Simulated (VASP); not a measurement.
The system is CdTe.

```
CELL_PARAMETERS angstrom
0.00000 3.27990 3.27990
3.27990 0.00000 3.27990
3.27990 3.27990 0.00000
ATOMIC_POSITIONS crystal
Cd 0.00000 0.00000 0.00000
Te 0.25000 0.25000 0.25000
```

Base run:

* Program: VASP 6.6.1
* Functional: r2SCAN
* Potentials or basis: VASP PAW PBE potentials, release 64 (Cd, Te)
* Cutoff: 520 eV
* k mesh: 6 × 6 × 6
* Occupations: gaussian, width 0.01 eV
* Spin: no spin polarisation

Its results: band gap on the k mesh 1.15 eV; pressure 0.1 GPa.

Question: The run is repeated on the same cell with these changes: functional from r2SCAN to PBE; occupations from gaussian, width 0.01 eV to fermi-dirac, width 0.02 eV. What comes out?

Answer: Band gap on the k mesh 0.66 eV; pressure 1.1 GPa.

Caveats: spin-orbit coupling is left out, which moves the levels of the heavy elements; the PAW data sets were made with another functional, which shifts forces and pressure a little (at least some runs).

